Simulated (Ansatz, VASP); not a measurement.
Two plane-wave programs on B

Contents of INCAR:

```
PREC = Accurate
ENCUT = 500
EDIFF = 1E-7
ISMEAR = -1
SIGMA = 0.1
LREAL = False
LASPH = True
NELM = 120
ALGO = Normal
ISIF = 3
LWAVE = False
LCHARG = False
GGA = PE
IBRION = 2
NSW = 80
EDIFFG = -0.01
GGA_COMPAT = False
NELMIN = 4
```

Contents of KPOINTS:

```
Automatic mesh
0
Gamma
  17 17 5
```

POSCAR

```
B
1.0
    2.1005919712      0.0000000000      0.0000000000
   -1.0502959856      1.8191660100      0.0000000000
    0.0000000000      0.0000000000      6.8605333778
B
4
Direct
    0.0000000000      0.0000000000      0.0000000000
    0.0000000000      0.0000000000      0.5000000000
    0.3333333333      0.6666666667      0.2500000000
    0.6666666667      0.3333333333      0.7500000000
```

Input for Ansatz:

```yaml
crystal:
  lattice:
    - [2.1005919712, 0.0, 0.0]
    - [-1.0502959856, 1.81916601, 0.0]
    - [0.0, 0.0, 6.8605333778]
  atoms:
    - { symbol: B, position: [0.0, 0.0, 0.0] }
    - { symbol: B, position: [0.0, 0.0, 0.5] }
    - { symbol: B, position: [0.3333333333, 0.6666666667, 0.25] }
    - { symbol: B, position: [0.6666666667, 0.3333333333, 0.75] }
hamiltonian:
  xc: pbe
  pseudopotentials:
    kind: paw
    azcp:
      B: "pseudopotentials/B.paw.azcp"
basis:
  ecutwfc: 420
  fft_grid_basis: typed
kpoints:
  mp_grid: { grid: [17, 17, 5], shift: [0, 0, 0] }
magnetization:
  spin_polarized: false
scf:
  occupations: { method: fermi_dirac, width: 0.1 }
relax:
  max_steps: 60
  f_tol: 0.01
  cell: {}
output:
  write_density: true
  write_potential: true
  elf: true
  volumetric_format: npy
```

Alike in both runs: task relaxation of cell and atoms; functional PBE; k mesh 17 × 17 × 5; occupations fermi-dirac, width 0.1 eV; no spin polarisation.

```csv
,VASP,Ansatz
version,VASP 6.6.1,Ansatz 0.2.0
potentials or method,"VASP PAW PBE potentials, release 64 (B), cutoff 500 eV","plane waves (420 eV) with PAW, scalar-relativistic"
valence electrons in the cell,12,12
```

|  | VASP | Ansatz | Ansatz less VASP |
| --- | --- | --- | --- |
| relaxed volume (Å³/atom) | 7.52 | 11.67 | +4.154 |
| relaxed cell length with the largest relative difference (Å) | 11.820 | 18.328 | +6.5086 |

One of these differences is far larger than is usual between the two programs; its cause wasn't traced.
